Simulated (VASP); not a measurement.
ZnAg2, 6 atoms in the cell. Symmetry: Fd-3m, No. 227, cubic system. The conventional cell has a = 7.542 Å, b = 7.542 Å, c = 7.542 Å, α = 90.00°, β = 90.00°, γ = 90.00°. Within 4.1 Å of Zn (site symmetry -43m) lie 12 Ag at 3.13 Å and 4 Zn at 3.27 Å. Ag (site symmetry -3m) has 6 Ag at 2.67 Å and 6 Zn at 3.13 Å within 3.5 Å. 

* Program: VASP 6.6.1
* Task: relaxation of cell and atoms
* Functional: PBE
* Potentials or basis: VASP PAW PBE potentials, release 64 (Zn, Ag)
* Cutoff: 600 eV
* k mesh: 4 × 4 × 4
* Occupations: gaussian, width 0.1 eV
* Spin: no spin polarisation
* Dipole correction: no
* Further INCAR settings: ALGO = Fast; EDIFF = 1e-06; IBRION = 2; EDIFFG = -0.04; NSW = 90; ISIF = 3

Potentials or basis: VASP PAW PBE potentials, release 64 (Zn, Ag).

Launch:

```console
$ cat potpaw_PBE.64/Zn/POTCAR potpaw_PBE.64/Ag/POTCAR > POTCAR
$ mpirun -np 1 vasp_std > vasp.out
```

Hardware: 1 thread of Oxide Virtual Turin-like Processor, with other jobs on the host.

How long does it take, and how much memory?

It took 4.2 min on 1 thread of Oxide Virtual Turin-like Processor, on a shared host, peak memory 0.31 GiB. Counts: scf iterations 36, k points 8, ion steps 3.
